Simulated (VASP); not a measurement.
# MoS2 (P6_3/mmc) in VASP: further runs, part 2 of 2

VASP 6.6.1. Earlier steps stand in the parts before.

## 3. Single point, revPBE+D4

This run uses another cell than the first one, of 16.78 Å³/atom.

File INCAR:

```
SYSTEM = MoS2
PREC     = Accurate       ! precision mode
ENCUT    = 520            ! plane-wave cutoff, eV
EDIFF    = 1E-6           ! SCF threshold, eV
ISMEAR   = -1             ! smearing method
SIGMA    = 0.05           ! smearing width, eV
LREAL    = .False.        ! projectors in reciprocal space
LASPH    = .True.         ! aspherical terms in the spheres
NELM     = 100            ! most SCF steps
ALGO     = Normal         ! electronic algorithm
ISIF     = 2              ! what is computed and relaxed
LWAVE    = .False.        ! write WAVECAR
LCHARG   = .False.        ! write CHGCAR
GGA      = RE             ! functional
IVDW     = 13             ! dispersion correction
NBANDS   = 35             ! bands
```

File KPOINTS:

```
Automatic mesh
0
Gamma
  10 10 3
  0 0 0
```

File POSCAR:

```
MoS2
1.0
    3.1374809823      0.0000000000      0.0000000000
   -1.5687404911      2.7171382345      0.0000000000
    0.0000000000      0.0000000000     11.8088604332
Mo S
2 4
Direct
    0.6666666667      0.3333333333      0.7500000000
    0.3333333333      0.6666666667      0.2500000000
    0.6666666667      0.3333333333      0.3826801074
    0.3333333333      0.6666666667      0.8826801074
    0.6666666667      0.3333333333      0.1173198926
    0.3333333333      0.6666666667      0.6173198926
```

Potentials or basis: VASP PAW PBE potentials, release 64 (Mo_sv, S).

Launch:

```sh
$ cat potpaw_PBE.64/Mo_sv/POTCAR potpaw_PBE.64/S/POTCAR > POTCAR
$ mpirun -np 1 vasp_std > vasp.out
```

Wall time 36 s (1 thread of Intel Xeon 6975P-C (Granite Rapids), shared host); peak memory 0.26 GiB.

Results (log left out):

* Free energy: -46.1404 eV
* Pressure: -0.2 GPa
* Largest force: 0.033 eV/Å
* Band gap on the k mesh: 0.73 eV (least direct gap 1.91 eV)
* Dispersion energy per atom: -0.831 eV

Forces on the atoms (eV/Å):
```
Mo   0.000  0.000  0.000
Mo   0.000  0.000  0.000
S    0.000  0.000 -0.033
S    0.000  0.000 -0.033
S    0.000  0.000  0.033
S    0.000  0.000  0.033
```

Levels at points of the mesh, in eV from the valence-band top:
```csv
k point,band 22,band 23,band 24,band 25,band 26,band 27,band 28,band 29,band 30,band 31
"(0.00, 0.00, 0.00)",-2.21,-2.21,-1.40,-0.98,0.00,2.02,2.02,2.07,2.07,2.12
"(0.50, 0.00, 0.00)",-2.63,-1.91,-1.61,-1.56,-1.41,1.57,1.64,1.93,2.30,2.76
```

Caveat: the PAW data sets were made with another functional, which shifts forces and pressure a little; an odd mesh through Γ misses points on the zone boundary, where band edges can lie.

## 4. Single point, PBE

This run uses another cell than the first one, of 21.63 Å³/atom.

File INCAR:

```
SYSTEM = MoS2
ALGO = Normal
EDIFF = 1E-7
ENCUT = 520
GGA = PE
ISIF = 2
ISMEAR = -1
LASPH = .True.
LCHARG = .True.
LELF = .True.
LREAL = .False.
LVHAR = .True.
LWAVE = .False.
NBANDS = 35
NELM = 80
PREC = Accurate
SIGMA = 0.05
```

File KPOINTS:

```
k-points
0
Gamma
  10 10 3
  0 0 0
```

File POSCAR:

```
MoS2
1.0
    3.1849171505      0.0000000000      0.0000000000
   -1.5924585752      2.7582191612      0.0000000000
    0.0000000000      0.0000000000     14.7701104669
Mo S
2 4
Direct
    0.6666666667      0.3333333333      0.7500000000
    0.3333333333      0.6666666667      0.2500000000
    0.6666666667      0.3333333333      0.3558005445
    0.3333333333      0.6666666667      0.8558005445
    0.6666666667      0.3333333333      0.1441994555
    0.3333333333      0.6666666667      0.6441994555
```

Launch:

```sh
$ cat potpaw_PBE.64/Mo_sv/POTCAR potpaw_PBE.64/S/POTCAR > POTCAR
$ mpirun -np 1 vasp_std > vasp.out
```

Wall time 77 s (1 thread of Intel Xeon 6975P-C (Granite Rapids), shared host); peak memory 0.28 GiB.

It converged, with:

* Free energy: -43.7155 eV
* Pressure: -0.1 GPa
* Largest force: 0.012 eV/Å
* Band gap on the k mesh: 1.59 eV (least direct gap 1.91 eV)

Forces in eV/Å, atoms in the order of the input:
```
Mo   0.000  0.000  0.000
Mo   0.000  0.000  0.000
S    0.000  0.000 -0.012
S    0.000  0.000 -0.012
S    0.000  0.000  0.012
S    0.000  0.000  0.012
```

Levels at points of the mesh, in eV from the valence-band top:
```
           k point  band 24  band 25  band 26  band 27  band 28  band 29
(0.00, 0.00, 0.00)    -1.67    -0.40     0.00     2.55     2.55     2.55
(0.50, 0.00, 0.00)    -1.18    -0.84    -0.83     2.03     2.03     2.51
```

Caveat: an odd mesh through Γ misses points on the zone boundary, where band edges can lie; this functional lacks dispersion, which binds the layers, so the pressure and a relaxed spacing across them are unreliable.

## 5. Single point, r2SCAN

This run uses another cell than the first one, of 17.86 Å³/atom.

File POSCAR:

```
MoS2
1.0
    3.1690000000      0.0000000000      0.0000000000
   -1.5845000000      2.7444345046      0.0000000000
    0.0000000000      0.0000000000     12.3240000000
Mo S
2 4
Direct
    0.6666666667      0.3333333333      0.7500000000
    0.3333333333      0.6666666667      0.2500000000
    0.6666666667      0.3333333333      0.3770000000
    0.3333333333      0.6666666667      0.8770000000
    0.6666666667      0.3333333333      0.1230000000
    0.3333333333      0.6666666667      0.6230000000
```

File INCAR.step1:

```
SYSTEM = MoS2
  PREC = Accurate
  ENCUT = 520
  ISMEAR = -1
  SIGMA = 0.05
  LREAL = .FALSE.
  LASPH = .TRUE.
  NELM = 80
  NBANDS = 35
  GGA = PE
  ALGO = Normal
  EDIFF = 1E-4
  LWAVE = .TRUE.
  LCHARG = .FALSE.
```

File INCAR.step2:

```
SYSTEM = MoS2
  PREC = Accurate
  ENCUT = 520
  EDIFF = 1E-7
  ISMEAR = -1
  SIGMA = 0.05
  LREAL = .FALSE.
  LASPH = .TRUE.
  NELM = 80
  ALGO = Normal
  ISIF = 2
  LWAVE = .FALSE.
  LCHARG = .FALSE.
  METAGGA = R2SCAN
  LMIXTAU = .TRUE.
  NBANDS = 35
  ISTART = 1
```

File KPOINTS:

```
regular mesh
0
G
  10 10 3
  0 0 0
```

Launch:

```sh
$ cat potpaw_PBE.64/Mo_sv/POTCAR potpaw_PBE.64/S/POTCAR > POTCAR
$ cp INCAR.step1 INCAR
$ mpirun -np 1 vasp_std > vasp.out
$ cp INCAR.step2 INCAR
$ mpirun -np 1 vasp_std > vasp.out
```

Run time: 3.7 min. Hardware: 1 thread of Intel Xeon 6975P-C (Granite Rapids), shared host; peak memory 0.28 GiB.

The run converged. Its results:

| Quantity | Value |
| --- | --- |
| Free energy | -90.0423 eV |
| Pressure | 0.8 GPa |
| Largest force | 0.239 eV/Å |
| Band gap on the k mesh | 1.04 eV (least direct gap 1.99 eV) |

Forces in eV/Å, atoms in the order of the input:
```
Mo   0.000  0.000  0.000
Mo   0.000  0.000  0.000
S    0.000  0.000 -0.239
S    0.000  0.000 -0.239
S    0.000  0.000  0.239
S    0.000  0.000  0.239
```

Stress tensor (GPa, compression positive):
```
 1.24  0.00  0.00
 0.00  1.24  0.00
 0.00  0.00 -0.04
```

Levels at points of the mesh, in eV from the valence-band top:
```
           k point  band 23  band 24  band 25  band 26  band 27  band 28  band 29  band 30
(0.00, 0.00, 0.00)    -2.26    -1.30    -1.17     0.00     2.25     2.25     2.28     2.28
(0.50, 0.00, 0.00)    -1.87    -1.66    -1.45    -1.32     1.72     1.77     2.12     2.39
```

Caveat: the PAW data sets were made with another functional, which shifts forces and pressure a little; an odd mesh through Γ misses points on the zone boundary, where band edges can lie.

## 6. Summary

```tsv
level	cell	gap on the mesh (eV)	pressure (GPa)	largest force (eV/Å)
revPBE+D3(BJ)	a = 3.128, b = 3.128, c = 11.722 Å, angles 90.0, 90.0, 120.0°, 6 atoms, atomic positions A	0.67	-0.2	0.02
revPBE+D4	a = 3.137, b = 3.137, c = 11.809 Å, angles 90.0, 90.0, 120.0°, 6 atoms, atomic positions B	0.73	-0.2	0.03
PBE	a = 3.185, b = 3.185, c = 14.770 Å, angles 90.0, 90.0, 120.0°, 6 atoms, atomic positions C	1.59	-0.1	0.01
r2SCAN	a = 3.169, b = 3.169, c = 12.324 Å, angles 90.0, 90.0, 120.0°, 6 atoms, atomic positions D	1.04	0.8	0.24
```

Alike in all rows: task single point; potentials or basis VASP PAW PBE potentials, release 64 (Mo_sv, S); no spin polarisation; k mesh 10 × 10 × 3; cutoff (eV) 520; smearing fermi-dirac 0.05 eV.

Caveats: an odd mesh through Γ misses points on the zone boundary, where band edges can lie; the PAW data sets were made with another functional, which shifts forces and pressure a little (at least some runs); this functional lacks dispersion, which binds the layers, so the pressure and a relaxed spacing across them are unreliable (at least some runs).

Absolute energies hang on the potentials; compare differences alone.

## 7. How close it comes

Step 2. Measured gap of MoS2: 1.3 eV (indirect; 300 K; “Multiwavelength excitation Raman Scattering Analysis of bulk and 2 dimensional MoS2: Vibrational properties of atomically thin MoS2 layers”, 2015, arxiv:1506.03228). This calculation gives 0.67 eV (-0.63 eV). Spin-orbit coupling on Mo is left out. The value is that of revPBE+D3(BJ) on a finite k mesh, which can miss the band edges, without temperature or zero-point motion. Semilocal functionals fall short of measured gaps as a rule.

Step 3. Against the measured gap of MoS2, 1.3 eV (indirect; 300 K; “Multiwavelength excitation Raman Scattering Analysis of bulk and 2 dimensional MoS2: Vibrational properties of atomically thin MoS2 layers”, 2015, arxiv:1506.03228), the calculated 0.73 eV is off by -0.57 eV. Spin-orbit coupling on Mo is left out. The value is that of revPBE+D4 on a finite k mesh, which can miss the band edges, without temperature or zero-point motion. Semilocal functionals fall short of measured gaps as a rule.

Step 4. Against the measured gap of MoS2, 1.3 eV (indirect; 300 K; “Multiwavelength excitation Raman Scattering Analysis of bulk and 2 dimensional MoS2: Vibrational properties of atomically thin MoS2 layers”, 2015, arxiv:1506.03228), the calculated 1.59 eV is off by +0.29 eV. Spin-orbit coupling on Mo is left out. The value is that of PBE on a finite k mesh, which can miss the band edges, without temperature or zero-point motion.

Step 5. Against the measured gap of MoS2, 1.3 eV (indirect; 300 K; “Multiwavelength excitation Raman Scattering Analysis of bulk and 2 dimensional MoS2: Vibrational properties of atomically thin MoS2 layers”, 2015, arxiv:1506.03228), the calculated 1.04 eV is off by -0.26 eV. Spin-orbit coupling on Mo is left out. The value is that of r2SCAN on a finite k mesh, which can miss the band edges, without temperature or zero-point motion.
